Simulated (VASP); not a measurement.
# AgCl (F-43m) in VASP: vibrations by perturbation theory with PBEsol

Aim: the vibrations by perturbation theory of AgCl with PBEsol.

Everything below comes from runs of VASP 6.6.1. Logs are shortened: lines on timing, memory, paths and dates and some standing lists are left out, and cuts for length are marked.

### Step 1. The cell of the first run

It takes space group F-43m (No. 216, cubic). Conventional cell: a = 5.887 Å, b = 5.887 Å, c = 5.887 Å, α = 90.00°, β = 90.00°, γ = 90.00°. Within 3.4 Å of Ag (site symmetry -43m) lie 4 Cl at 2.55 Å. Cl (site symmetry -43m) has 4 Ag at 2.55 Å within 3.4 Å.

### Step 2. Vibrations by perturbation theory, PBEsol

Contents of INCAR:

```
SYSTEM = AgCl
ALGO = Normal
EDIFF = 1E-8
ENCUT = 630
GGA = PS
GGA_COMPAT = .False.
IBRION = 8
ISIF = 2
ISMEAR = 0
LASPH = .True.
LCHARG = .True.
LEPSILON = .True.
LREAL = .False.
LWAVE = .False.
NELM = 120
NSW = 1
PREC = Accurate
SIGMA = 0.01
```

Contents of KPOINTS:

```
k-points
0
Gamma
  6 6 6
  0 0 0
```

Contents of POSCAR:

```
AgCl
1.0
    0.0000000000      2.9433595913      2.9433595913
    2.9433595913      0.0000000000      2.9433595913
    2.9433595913      2.9433595913      0.0000000000
Ag Cl
1 1
Direct
    0.0000000000      0.0000000000      0.0000000000
    0.2500000000      0.2500000000      0.2500000000
```

Potentials or basis: VASP PAW PBE potentials, release 64 (Ag_sv_GW, Cl).

Launch:

```sh
> cat potpaw_PBE.64/Ag_sv_GW/POTCAR potpaw_PBE.64/Cl/POTCAR > POTCAR
> mpirun -np 1 vasp_std > vasp.out
```

OUTCAR:

```text
SYSTEM = AgCl
   EDIFF = 1E-8
   ENCUT = 630
   GGA = PS
   IBRION = 8
   ISIF = 2
   ISMEAR = 0
   LASPH = .True.
   LEPSILON = .True.
   LREAL = .False.
   NELM = 120
   NSW = 1
   PREC = Accurate

 ion  position               nearest neighbor table
   1  0.000  0.000  0.000-   2 2.55   2 2.55   2 2.55   2 2.55
   2  0.250  0.250  0.250-   1 2.55   1 2.55   1 2.55   1 2.55

  LATTYP: Found a face centered cubic cell.
 ALAT       =     5.8867191826

  Lattice vectors:

 A1 = (   0.0000000000,   2.9433595913,   2.9433595913)
 A2 = (   2.9433595913,   0.0000000000,   2.9433595913)
 A3 = (   2.9433595913,   2.9433595913,   0.0000000000)

Analysis of symmetry for initial positions (statically):
=====================================================================
 Subroutine PRICEL returns:
 Original cell was already a primitive cell.

 Routine SETGRP: Setting up the symmetry group for a
 face centered cubic supercell.

 Subroutine GETGRP returns: Found 24 space group operations
 (whereof 24 operations were pure point group operations)
 out of a pool of 48 trial point group operations.

The static configuration has the point symmetry T_d .

Analysis of symmetry for dynamics (positions and initial velocities):
=====================================================================
 Subroutine PRICEL returns:
 Original cell was already a primitive cell.

 Routine SETGRP: Setting up the symmetry group for a
 face centered cubic supercell.

 Subroutine GETGRP returns: Found 24 space group operations
 (whereof 24 operations were pure point group operations)
 out of a pool of 48 trial point group operations.

The dynamic configuration has the point symmetry T_d .

 Subroutine INISYM returns: Found 24 space group operations
 (whereof 24 operations are pure point group operations),
 and found     1 'primitive' translations

----------------------------------------------------------------------------------------

                                     Primitive cell

  volume of cell :      50.9988

  direct lattice vectors                    reciprocal lattice vectors
     0.000000000  2.943359591  2.943359591    -0.169873909  0.169873909  0.169873909
     2.943359591  0.000000000  2.943359591     0.169873909 -0.169873909  0.169873909
     2.943359591  2.943359591  0.000000000     0.169873909  0.169873909 -0.169873909

  length of vectors
     4.162539053  4.162539053  4.162539053     0.294230242  0.294230242  0.294230242

  position of ions in fractional coordinates (direct lattice)
     0.000000000  0.000000000  0.000000000
     0.250000000  0.250000000  0.250000000

  ion indices of the primitive-cell ions
   primitive index   ion index
                 1           1
                 2           2

----------------------------------------------------------------------------------------

 KPOINTS: k-points

Automatic generation of k-mesh.
 Grid dimensions read from file:
 generate k-points for:    6    6    6

 Generating k-lattice:

  Cartesian coordinates                     Fractional coordinates (reciprocal lattice)
[... 459 lines left out ...]
  ---------------------------------------------------
  ---------------------------------------------------
  free energy    TOTEN  =        -0.52656795 eV

  energy without entropy =       -0.52656795

------------------------ aborting loop because EDIFF is reached ----------------------------------------

--------------------------------------- Ionic step        2  -------------------------------------------

------------------------ aborting loop because EDIFF is reached ----------------------------------------

--------------------------------------- Ionic step        3  -------------------------------------------

------------------------ aborting loop because EDIFF is reached ----------------------------------------

 PIEZOELECTRIC TENSOR FIELD DIRECTION 3  (e Angst)
 -----------------------------------------------------------------------------
     0.00040 -1.03553  0.00000           ( -0.00000  0.05592  0.00000)
    -1.03553  0.00040  0.00000           (  0.05592 -0.00000  0.00000)
     0.00000  0.00000 -0.00260           (  0.00000  0.00000 -0.00000)

 PIEZOELECTRIC TENSOR FIELD DIRECTION 3  (C/m^2)
 -----------------------------------------------------------------------------
     0.00013 -0.32532  0.00000
    -0.32532  0.00013  0.00000
     0.00000  0.00000 -0.00082

--------------------------------------- Ionic step        4  -------------------------------------------

------------------------ aborting loop because EDIFF is reached ----------------------------------------

[... ionic steps 5 to 6 ...]

--------------------------------------- Ionic step        7  -------------------------------------------

 Free energy of the ion-electron system (eV)
  ---------------------------------------------------
  ---------------------------------------------------
  free energy    TOTEN  =        -0.19250301 eV

  energy without entropy =       -0.19250301

------------------------ aborting loop because EDIFF is reached ----------------------------------------

 INTERNAL STRAIN TENSOR  FOR ION    2  DIRECTION 1   (eV/Angst):
 -----------------------------------------------------------------------------
    -0.00547  0.00000  0.00000
     0.00000  0.01457 -3.85481
     0.00000 -3.85481  0.01457

 MACROSCOPIC STATIC DIELECTRIC TENSOR (including local field effects in DFT)
 ------------------------------------------------------
           4.522330    -0.000000    -0.000000
          -0.000000     4.522330    -0.000000
          -0.000000    -0.000000     4.522330
 ------------------------------------------------------

 PIEZOELECTRIC TENSOR (including local field effects)  for field in x, y, z        (e  Angst)
          XX          YY          ZZ          XY          YZ          ZX
  --------------------------------------------------------------------------------
  x    -0.00000    -0.00000     0.00000     0.00000    -1.05755    -0.00000
  y    -0.00000    -0.00000     0.00000    -0.00000     0.00000    -1.05755
  z    -0.00000    -0.00000    -0.00000    -1.05755    -0.00000     0.00000

 PIEZOELECTRIC TENSOR (including local field effects)  for field in x, y, z        (C/m^2)
          XX          YY          ZZ          XY          YZ          ZX
  --------------------------------------------------------------------------------
  x    -0.00000    -0.00000     0.00000     0.00000    -0.33224    -0.00000
  y    -0.00000    -0.00000     0.00000    -0.00000     0.00000    -0.33224
  z    -0.00000    -0.00000    -0.00000    -0.33224    -0.00000     0.00000

 BORN EFFECTIVE CHARGES (including local field effects) (in |e|, cummulative output)
 ---------------------------------------------------------------------------------
 ion    1
    1     1.27977    -0.00000    -0.00000
    2    -0.00000     1.27977    -0.00000
    3     0.00000     0.00000     1.27977
 ion    2
    1    -1.27977     0.00000     0.00000
    2     0.00000    -1.27977     0.00000
    3    -0.00000    -0.00000    -1.27977

 INTERNAL STRAIN TENSOR FOR ION    2 for displacements in x,y,z  (eV/Angst):
          X           Y           Z          XY          YZ          ZX
  --------------------------------------------------------------------------------
  x    -0.00000     0.00000     0.00000     0.00000    -3.85481     0.00000
  y     0.00000     0.00000     0.00000     0.00000     0.00000    -3.85481
  z     0.00000     0.00000    -0.00000    -3.85481     0.00000     0.00000

 SECOND DERIVATIVES (NOT SYMMETRIZED)
 ------------------------------------
               1X          1Y          1Z          2X          2Y          2Z
  1X    -1.938591    0.000000    0.000000    1.938591    0.000000    0.000000
  1Y     0.000000   -1.938591    0.000000    0.000000    1.938591    0.000000
  1Z     0.000000    0.000000   -1.938591    0.000000    0.000000    1.938591
  2X     1.982417    0.000000    0.000000   -1.982417    0.000000    0.000000
  2Y     0.000000    1.982417    0.000000    0.000000   -1.982417    0.000000
  2Z     0.000000    0.000000    1.982417    0.000000    0.000000   -1.982417

 Eigenvectors and eigenvalues of the dynamical matrix
 ----------------------------------------------------

   1 f  =    4.249566 THz    26.700811 2PiTHz  141.750267 cm-1    17.574785 meV
             X         Y         Z           dx          dy          dz
      0.000000  0.000000  0.000000     0.000000   -0.493195    0.000000
      1.471680  1.471680  1.471680     0.000000    0.869919    0.000000
[... 21 lines left out ...]
   6 f/i=    0.020379 THz     0.128046 2PiTHz    0.679774 cm-1     0.084281 meV
             X         Y         Z           dx          dy          dz
      0.000000  0.000000  0.000000     0.000000    0.000000    0.869919
      1.471680  1.471680  1.471680     0.000000    0.000000    0.493195

--------------------------------------------------------------------------------------------------------

 MACROSCOPIC STATIC DIELECTRIC TENSOR IONIC CONTRIBUTION
 ------------------------------------------------------
           2.963957    -0.000000     0.000000
          -0.000000     2.963957     0.000000
           0.000000     0.000000     2.963957
 ------------------------------------------------------

 ELASTIC MODULI CONTR FROM IONIC RELAXATION (kBar)
 Direction    XX          YY          ZZ          XY          YZ          ZX
 --------------------------------------------------------------------------------
 XX          -0.0000     -0.0000      0.0000      0.0000     -0.0000      0.0000
 YY          -0.0000     -0.0000     -0.0000      0.0000      0.0000      0.0000
 ZZ           0.0000     -0.0000     -0.0000     -0.0000      0.0000      0.0000
 XY           0.0000      0.0000     -0.0000   -257.3346      0.0000      0.0000
 YZ          -0.0000      0.0000      0.0000      0.0000   -257.3346      0.0000
 ZX           0.0000      0.0000      0.0000      0.0000      0.0000   -257.3346
 --------------------------------------------------------------------------------

 PIEZOELECTRIC TENSOR IONIC CONTR  for field in x, y, z        (C/m^2)
          XX          YY          ZZ          XY          YZ          ZX
  --------------------------------------------------------------------------------
  x     0.00000    -0.00000    -0.00000    -0.00000     0.82178    -0.00000
  y    -0.00000    -0.00000    -0.00000    -0.00000    -0.00000     0.82178
  z    -0.00000    -0.00000     0.00000     0.82178     0.00000     0.00000
```

Run time: 6.1 min. Hardware: 1 thread of Intel Xeon 6975P-C (Granite Rapids), shared host; peak memory 0.36 GiB.

Results:

```yaml
Electronic_dielectric_tensor_diagonal: 4.52
Born_charges_mean_of_the_diagonal: Ag +1.28; Cl -1.28 e
Highest_phonon_frequency_at_Γ_LO-TO_splitting_left_out: 142 cm⁻¹
```

Phonon frequencies in cm⁻¹ (negative: imaginary):
```
              q point           frequencies
(0.000, 0.000, 0.000)  -1 -1 -1 142 142 142
```

Electronic dielectric tensor:
```
4.52 0.00 0.00
0.00 4.52 0.00
0.00 0.00 4.52
```

Born effective charge tensors (e):
atom 1, Ag
```
1.28 0.00 0.00
0.00 1.28 0.00
0.00 0.00 1.28
```
atom 2, Cl
```
-1.28  0.00  0.00
 0.00 -1.28  0.00
 0.00  0.00 -1.28
```

Caveat: the structure was generated, so it needn't be the stable form of AgCl.
